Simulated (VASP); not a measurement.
# MgZn3Se3S (P3m1) in VASP: relaxation of cell and atoms with PBE

Aim: the relaxation of cell and atoms of MgZn3Se3S with PBE.

Everything below comes from runs of VASP 6.6.1. Logs are shortened: lines on timing, memory, paths and dates and some standing lists are left out, and cuts for length are marked.

## (1) The cell of the first run

It takes space group P3m1 (No. 156, trigonal). The conventional cell has a = 4.055 Å, b = 4.055 Å, c = 13.198 Å, α = 90.00°, β = 90.00°, γ = 120.00°. Within 3.3 Å of Mg (site symmetry 3m) lie 3 S at 2.46 Å and 1 Se at 2.60 Å. Within 3.3 Å of Zn (site symmetry 3m) lie 4 Se at 2.48 to 2.49 Å. Zn (site symmetry 3m) has 1 S at 2.36 Å and 3 Se at 2.49 Å within 3.1 Å. Within 3.3 Å of Zn (site symmetry 3m) lie 4 Se at 2.48 to 2.49 Å. Se (site symmetry 3m) has 4 Zn at 2.48 Å within 3.3 Å. Within 3.3 Å of Se (site symmetry 3m) lie 4 Zn at 2.49 Å. Se (site symmetry 3m) has 3 Zn at 2.49 Å and 1 Mg at 2.60 Å within 3.3 Å. Within 3.1 Å of S (site symmetry 3m) lie 1 Zn at 2.36 Å and 3 Mg at 2.46 Å.

## (2) Relaxation of cell and atoms, PBE

The input, INCAR:

```
SYSTEM = MgZn3Se3S
ALGO     = Normal         ! electronic algorithm
EDIFF    = 1E-6           ! SCF threshold, eV
EDIFFG   = -0.01          ! ionic threshold
ENCUT    = 600            ! plane-wave cutoff, eV
GGA      = PE             ! functional
IBRION   = 2              ! ionic algorithm
ISIF     = 3              ! what is computed and relaxed
ISMEAR   = 0              ! smearing method
LASPH    = .TRUE.         ! aspherical terms in the spheres
LCHARG   = .FALSE.        ! write CHGCAR
LREAL    = .FALSE.        ! projectors in reciprocal space
LWAVE    = .FALSE.        ! write WAVECAR
NELM     = 80             ! most SCF steps
NSW      = 100            ! ionic steps
PREC     = Accurate       ! precision mode
SIGMA    = 0.02           ! smearing width, eV
```

The input, KPOINTS:

```
k-points
0
G
  12 12 2
  0 0 0
```

The input, POSCAR:

```
MgZn3Se3S
1.0
    4.0548279140      0.0000000000      0.0000000000
   -2.0274139570      3.5115839815      0.0000000000
    0.0000000000      0.0000000000     13.1975490415
Mg Zn Se S
1 3 3 1
Direct
    0.6666666667      0.3333333333      0.2409060473
    0.6666666667      0.3333333333      0.7521029408
    0.3333333333      0.6666666667      0.0041379970
    0.3333333333      0.6666666667      0.5014423699
    0.3333333333      0.6666666667      0.6896194665
    0.6666666667      0.3333333333      0.9407118713
    0.6666666667      0.3333333333      0.4378376428
    0.3333333333      0.6666666667      0.1832416646
```

Potentials or basis: VASP PAW PBE potentials, release 64 (Mg, Zn, Se, S).

On the command line:

```bash
$ cat potpaw_PBE.64/Mg/POTCAR potpaw_PBE.64/Zn/POTCAR potpaw_PBE.64/Se/POTCAR potpaw_PBE.64/S/POTCAR > POTCAR
$ mpirun -np 1 vasp_std > vasp.out
```

OUTCAR:

```text
SYSTEM = MgZn3Se3S
   EDIFF = 1E-6
   EDIFFG = -0.01
   ENCUT = 600
   GGA = PE
   IBRION = 2
   ISIF = 3
   ISMEAR = 0
   LASPH = .TRUE.
   LREAL = .FALSE.
   NELM = 80
   NSW = 100
   PREC = Accurate

 ion  position               nearest neighbor table
   1  0.667  0.333  0.241-   8 2.46   8 2.46   8 2.46   7 2.60
   2  0.667  0.333  0.752-   5 2.48   5 2.48   5 2.48   6 2.49
   3  0.333  0.667  0.004-   8 2.36   6 2.49   6 2.49   6 2.49
   4  0.333  0.667  0.501-   5 2.48   7 2.49   7 2.49   7 2.49
   5  0.333  0.667  0.690-   2 2.48   2 2.48   2 2.48   4 2.48
   6  0.667  0.333  0.941-   3 2.49   3 2.49   3 2.49   2 2.49
   7  0.667  0.333  0.438-   4 2.49   4 2.49   4 2.49   1 2.60
   8  0.333  0.667  0.183-   3 2.36   1 2.46   1 2.46   1 2.46

  LATTYP: Found a hexagonal cell.
 ALAT       =     4.0548279140
 C/A-ratio  =     3.2547741412

  Lattice vectors:

 A1 = (   4.0548279140,   0.0000000000,   0.0000000000)
 A2 = (  -2.0274139570,   3.5115839815,   0.0000000000)
 A3 = (   0.0000000000,   0.0000000000,  13.1975490415)

Analysis of symmetry for initial positions (statically):
=====================================================================
 Subroutine PRICEL returns:
 Original cell was already a primitive cell.

 Routine SETGRP: Setting up the symmetry group for a
 hexagonal supercell.

 Subroutine GETGRP returns: Found  6 space group operations
 (whereof  6 operations were pure point group operations)
 out of a pool of 24 trial point group operations.

The static configuration has the point symmetry C_3v.

Analysis of symmetry for dynamics (positions and initial velocities):
=====================================================================
 Subroutine PRICEL returns:
 Original cell was already a primitive cell.

 Routine SETGRP: Setting up the symmetry group for a
 hexagonal supercell.

 Subroutine GETGRP returns: Found  6 space group operations
 (whereof  6 operations were pure point group operations)
 out of a pool of 24 trial point group operations.

The dynamic configuration has the point symmetry C_3v.

 Subroutine INISYM returns: Found  6 space group operations
 (whereof  6 operations are pure point group operations),
 and found     1 'primitive' translations

----------------------------------------------------------------------------------------

                                     Primitive cell

  volume of cell :     187.9182

  direct lattice vectors                    reciprocal lattice vectors
     4.054827914  0.000000000  0.000000000     0.246619591  0.142385887  0.000000000
    -2.027413957  3.511583981  0.000000000     0.000000000  0.284771774  0.000000000
     0.000000000  0.000000000 13.197549042     0.000000000  0.000000000  0.075771645

  length of vectors
     4.054827914  4.054827914 13.197549042     0.284771774  0.284771774  0.075771645

  position of ions in fractional coordinates (direct lattice)
     0.666666667  0.333333333  0.240906047
     0.666666667  0.333333333  0.752102941
     0.333333333  0.666666667  0.004137997
     0.333333333  0.666666667  0.501442370
     0.333333333  0.666666667  0.689619466
     0.666666667  0.333333333  0.940711871
     0.666666667  0.333333333  0.437837643
     0.333333333  0.666666667  0.183241665

  ion indices of the primitive-cell ions
   primitive index   ion index
                 1           1
                 2           2
                 3           3
                 4           4
                 5           5
                 6           6
                 7           7
                 8           8

----------------------------------------------------------------------------------------

 KPOINTS: k-points

Automatic generation of k-mesh.
 Grid dimensions read from file:
 generate k-points for:   12   12    2

 Generating k-lattice:

  Cartesian coordinates                     Fractional coordinates (reciprocal lattice)
     0.020551633  0.011865491  0.000000000     0.083333333 -0.000000000  0.000000000
     0.000000000  0.023730981  0.000000000     0.000000000  0.083333333  0.000000000
     0.000000000  0.000000000  0.037885822     0.000000000  0.000000000  0.500000000

  Length of vectors
     0.023730981  0.023730981  0.037885822

  Shift w.r.t. Gamma in fractional coordinates (k-lattice)
     0.000000000  0.000000000  0.000000000

 Subroutine IBZKPT returns following result:
 ===========================================

 Found     38 irreducible k-points:

 Following reciprocal coordinates:
            Coordinates               Weight
  0.000000  0.000000  0.000000      1.000000
  0.083333  0.000000  0.000000      6.000000
  0.166667 -0.000000  0.000000      6.000000
  0.250000  0.000000  0.000000      6.000000
  0.333333 -0.000000  0.000000      6.000000
  0.416667  0.000000  0.000000      6.000000
[... 16 lines left out ...]
  0.250000  0.000000  0.500000      6.000000
  0.333333 -0.000000  0.500000      6.000000
 [... further k-points ...]
   k-points           NKPTS =     38   k-points in BZ     NKDIM =     38   number of bands    NBANDS=     37
   number of dos      NEDOS =    301   number of ions     NIONS =      8
   total plane-waves  NPLWV = 110592
   dimension x,y,z NGX =    32 NGY =   32 NGZ =  108
   dimension x,y,z NGXF=    64 NGYF=   64 NGZF=  216
   ions per type =               1   3   3   1
   NGX,Y,Z   is equivalent  to a cutoff of  13.12, 13.12, 13.60 a.u.
   NGXF,Y,Z  is equivalent  to a cutoff of  26.24, 26.24, 27.21 a.u.
 SYSTEM =  MgZn3Se3S
   PREC   = accura    normal or accurate (medium, high low for compatibility)
   ISTART =      0    job   : 0-new  1-cont  2-samecut
   ICHARG =      2    charge: 1-file 2-atom 10-const
   ISPIN  =      1    spin polarized calculation?
   LNONCOLLINEAR =      F non collinear calculations
   LSORBIT =      F    spin-orbit coupling
   LASPH  =      T    aspherical Exc in radial PAW
   ENCUT  =  600.0 eV  44.10 Ry    6.64 a.u.   8.10  8.10 26.36*2*pi/ulx,y,z
   NELM   =     80;   NELMIN=  2; NELMDL= -5     # of ELM steps
   EDIFF  = 0.1E-05   stopping-criterion for ELM
   LREAL  =      F    real-space projection
   EDIFFG = -.1E-01   stopping-criterion for IOM
   NSW    =    100    number of steps for IOM
   IBRION =      2    ionic relax: 0-MD 1-quasi-New 2-CG
   NFREE  =      1    steps in history (QN), initial steepest desc. (CG)
   ISIF   =      3    stress and relaxation
   ISYM   =      2    0-nonsym 1-usesym 2-fastsym
   POTIM  = 0.5000    time-step for ionic-motion
   TEBEG  =    0.0;   TEEND  =   0.0 temperature during run
   PSTRESS=    0.0 pullay stress
   NELECT =      62.0000    total number of electrons
   NUPDOWN=      -1.0000    fix difference up-down
   EMIN   =  10.00;   EMAX   =-10.00  energy-range for DOS
   EFERMI =   0.00;   METHOD = LEGACY
   ISMEAR =     0;   SIGMA  =   0.02  broadening in eV -4-tet -1-fermi 0-gaus
   EFERMI_NEDOS =   21; number of points for ismear=-14 and -15
   IALGO  =     38    algorithm
   IMIX   =      4    mixing-type and parameters
     AMIX     =   0.40;   BMIX     =  1.00
     AMIX_MAG =   1.60;   BMIX_MAG =  1.00
  volume/ion in A,a.u.               =      23.49       158.52
  Fermi-wavevector in a.u.,A,eV,Ry     =   1.131225  2.137706 17.410979  1.279671
  Thomas-Fermi vector in A             =   2.267924
   LORBIT       =      0    0 simple, 1 ext, 2 COOP (PROOUT), +10 PAW based schemes
   GGA     = PE    functional components
   LHFCALC =     F    Hartree Fock is set to
   AEXX    =    0.0000 exact exchange contribution
   IVDW    =     0    specifies the selected vdW correction
   LEPSILON=     F    determine dielectric tensor
   LRPA    =     F    only Hartree local field effects (RPA)
 conjugate gradient relaxation of ions
 non-spin polarized calculation
 Gauss-broadening in eV      SIGMA  =   0.02
  energy-cutoff  :      600.00
  volume of cell :      187.92
 maximum number of plane-waves:      6312
   NGX = 17   NGY = 17   NGZ = 53

--------------------------------------- Ionic step        1  -------------------------------------------

 number of electron      61.9999990 magnetization

 Free energy of the ion-electron system (eV)
  ---------------------------------------------------
  ext. energy  EPLUGINS =         0.00000000
  ---------------------------------------------------
  free energy    TOTEN  =       -26.50992715 eV

  energy without entropy =      -26.50992715  energy(sigma->0) =      -26.50992715

------------------------ aborting loop because EDIFF is reached ----------------------------------------

  FORCE on cell =-STRESS in cart. coord.  units (eV):
  Direction    XX          YY          ZZ          XY          YZ          ZX
  --------------------------------------------------------------------------------------
  -------------------------------------------------------------------------------------
  Total       -0.0294238     -0.0294238      0.4000420      0.0000000      0.0000000     -0.0000000
  in kB       -0.2508652     -0.2508652      3.4107301      0.0000000      0.0000000     -0.0000000
  external PRESSURE =       0.9696665 kB  Pullay stress =       0.0000000 kB
[... 107 lines left out ...]
  FREE ENERGIE OF THE ION-ELECTRON SYSTEM (eV)
  ---------------------------------------------------
  free  energy   TOTEN  =       -26.5106786241 eV

  energy  without entropy=      -26.5106786241  energy(sigma->0) =      -26.51067862

[... ionic steps 4 to 8 ...]

--------------------------------------- Ionic step        9  -------------------------------------------

 number of electron      61.9999990 magnetization

------------------------ aborting loop because EDIFF is reached ----------------------------------------

  FORCE on cell =-STRESS in cart. coord.  units (eV):
  Direction    XX          YY          ZZ          XY          YZ          ZX
  --------------------------------------------------------------------------------------
  -------------------------------------------------------------------------------------
  Total       -0.0162478     -0.0162478     -0.0142700      0.0000000      0.0000000      0.0000000
  in kB       -0.1382861     -0.1382861     -0.1214527      0.0000000      0.0000000      0.0000000
  external PRESSURE =      -0.1326750 kB  Pullay stress =       0.0000000 kB
[... 69 lines left out ...]
  energy  without entropy=      -26.5108486790  energy(sigma->0) =      -26.51084868

--------------------------------------- Ionic step       11  -------------------------------------------

 number of electron      61.9999990 magnetization

 Free energy of the ion-electron system (eV)
  ---------------------------------------------------
  ext. energy  EPLUGINS =         0.00000000
  ---------------------------------------------------
  free energy    TOTEN  =       -26.51085120 eV

  energy without entropy =      -26.51085120  energy(sigma->0) =      -26.51085120

 E-fermi :   1.5724     XC(G=0):  -8.9336

 val. band max:        1.4370373839   @ k =   0.0000   0.0000   0.0000
 cond. band min:       2.9285488558   @ k =   0.0000   0.0000   0.0000
 fundamental gap:      1.4915114719
 Fermi energy:         1.5723783819

 k-point     1 :       0.0000    0.0000    0.0000
  band No.  band energies     occupation
      1     -11.4360      2.00000
      2     -11.1270      2.00000
      3     -10.9727      2.00000
      4     -10.6061      2.00000
      5      -4.8824      2.00000
      6      -4.8824      2.00000
[... 949 lines left out ...]
     36       6.5791      0.00000
     37       6.8469      0.00000

 [... further k-points ...]
[... 5 lines left out ...]
  --------------------------------------------------------------------------------------
  -------------------------------------------------------------------------------------
  Total       -0.0285843     -0.0285843     -0.0136627     -0.0000000     -0.0000000     -0.0000000
  in kB       -0.2432456     -0.2432456     -0.1162661     -0.0000000     -0.0000000     -0.0000000
  external PRESSURE =      -0.2009191 kB  Pullay stress =       0.0000000 kB
[... 23 lines left out ...]
  FREE ENERGIE OF THE ION-ELECTRON SYSTEM (eV)
  ---------------------------------------------------
  free  energy   TOTEN  =       -26.5108511999 eV

  energy  without entropy=      -26.5108511999  energy(sigma->0) =      -26.51085120

 reached required accuracy - stopping structural energy minimisation
```

Run time: 11 min. Hardware: 1 thread of Intel Xeon 6975P-C (Granite Rapids), shared host; peak memory 0.56 GiB.

Results:

```
Free energy                           : -26.5109 eV
Relaxed volume                        : 23.53 Å³/atom
Relaxed cell                          : a = 4.052 Å, b = 4.052 Å, c = 13.241 Å, α = 90.00°, β = 90.00°, γ = 120.00°
Space group after relaxing (to 0.1 Å) : P3m1 (No. 156)
Energy gained by relaxing             : 0.1 meV/atom
Ionic steps                           : 11
Pressure after relaxing               : 0.0 GPa
Largest force after relaxing          : 0.009 eV/Å
Band gap on the k mesh                : 1.49 eV
```

Forces in eV/Å, atoms in the order of the input:
```
Mg   0.000  0.000  0.001
Zn   0.000  0.000  0.004
Zn   0.000  0.000 -0.009
Zn   0.000  0.000 -0.001
Se   0.000  0.000  0.004
Se   0.000  0.000  0.005
Se   0.000  0.000 -0.008
S    0.000  0.000  0.004
```

Step by step:
```tsv
step	energy change (eV)	largest force (eV/Å)	pressure (GPa)	volume (Å³)
1	0.0000	0.0542	0.10	187.92
2	-0.0007	0.0293	-0.01	188.30
3	-0.0008	0.0287	-0.04	188.38
4	-0.0009	0.0137	0.01	188.27
5	-0.0009	0.0163	0.02	188.23
6	-0.0009	0.0214	0.05	188.13
7	-0.0009	0.0185	0.01	188.19
8	-0.0009	0.0190	0.03	188.17
9	-0.0009	0.0106	-0.01	188.25
10	-0.0009	0.0103	0.00	188.26
11	-0.0009	0.0085	-0.02	188.28
```

Final structure:
```cif
data_structure
_symmetry_space_group_name_H-M 'P 1'
_symmetry_Int_Tables_number 1
_cell_length_a 4.0520
_cell_length_b 4.0520
_cell_length_c 13.2410
_cell_angle_alpha 90.000
_cell_angle_beta 90.000
_cell_angle_gamma 120.000
_cell_volume 188.28
loop_
_atom_site_label
_atom_site_type_symbol
_atom_site_fract_x
_atom_site_fract_y
_atom_site_fract_z
_atom_site_occupancy
Mg1 Mg 0.66667 0.33333 0.24046 1
Zn1 Zn 0.66667 0.33333 0.75228 1
Zn2 Zn 0.33333 0.66667 0.00458 1
Zn3 Zn 0.33333 0.66667 0.50150 1
Se1 Se 0.33333 0.66667 0.68969 1
Se2 Se 0.66667 0.33333 0.94074 1
Se3 Se 0.66667 0.33333 0.43780 1
S1 S 0.33333 0.66667 0.18295 1
```

Levels at points of the mesh, in eV from the valence-band top:
```
           k point  band 28  band 29  band 30  band 31  band 32  band 33  band 34  band 35
(0.00, 0.00, 0.00)    -0.32    -0.22     0.00     0.00     1.49     2.49     2.78     3.59
(0.50, 0.00, 0.00)    -1.48    -1.41    -1.36    -0.84     2.97     3.10     3.35     3.98
(0.00, 0.00, 0.50)    -0.27    -0.27    -0.02    -0.02     2.26     2.42     2.53     3.42
(0.50, 0.00, 0.50)    -1.40    -1.25    -1.18    -0.93     2.84     3.11     3.31     3.79
```
